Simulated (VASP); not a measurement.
Set up this calculation in VASP 6.6.1, as the native input.

```yaml
Task: single point
Functional: PBE
Potentials_or_basis: VASP PAW PBE potentials, release 64 (Sn_d)
Cutoff: 520 eV
k_mesh: 12 × 12 × 8
Occupations: gaussian, width 0.1 eV
Spin: no spin polarisation
Dipole_correction: no
Further_INCAR_settings: ALGO = Fast; EDIFF = 1e-06; NBANDS = 36
```

The structure of Sn lies in POSCAR:

```
Sn
1.0
    3.2958148325      3.2958148325      0.0000000000
   -3.2958148325      3.2958148325      0.0000000000
    0.0000000000      0.0000000000      6.5916296650
Sn
4
Direct
    0.0000000000      0.0000000000      0.5000000000
    0.0000000000      0.5000000000      0.2500000000
    0.5000000000      0.5000000000      0.0000000000
    0.5000000000      0.0000000000      0.7500000000
```

This isn't the form of Sn at room conditions, which is tetragonal (white tin).

This cell differs from its parent crystal: equal strain along all axes, cell held: -1.0 %.

These files were run (other wordings do the same):

INCAR

```
SYSTEM = Sn
PREC     = Accurate       ! precision mode
ENCUT    = 520            ! plane-wave cutoff, eV
EDIFF    = 1E-6           ! SCF threshold, eV
ISMEAR   = 0              ! smearing method
SIGMA    = 0.1            ! smearing width, eV
LREAL    = .False.        ! projectors in reciprocal space
LASPH    = .True.         ! aspherical terms in the spheres
NELM     = 60             ! most SCF steps
ALGO     = Fast           ! electronic algorithm
ISIF     = 2              ! what is computed and relaxed
LWAVE    = .False.        ! write WAVECAR
LCHARG   = .False.        ! write CHGCAR
GGA      = PE             ! functional
NBANDS   = 36             ! bands
```

KPOINTS

```
regular mesh
0
Gamma
  12 12 8
  0 0 0
```

Potentials or basis: VASP PAW PBE potentials, release 64 (Sn_d).

The run is started by

```console
$ cat potpaw_PBE.64/Sn_d/POTCAR > POTCAR
$ mpirun -np 1 vasp_std > vasp.out
```

Results of the run:

```yaml
Pressure: 1.1 GPa
Band_gap_on_the_k_mesh: zero (bands 28 and 29 overlap by 0.18 eV)
```

Caveat: the cell differs from its parent crystal (equal strain along all axes, cell held: -1.0 %); spin-orbit coupling is left out, which moves the levels of the heavy elements.

It took 12 min on 1 thread of Oxide Virtual Turin-like Processor, on a shared host, peak memory 0.56 GiB.
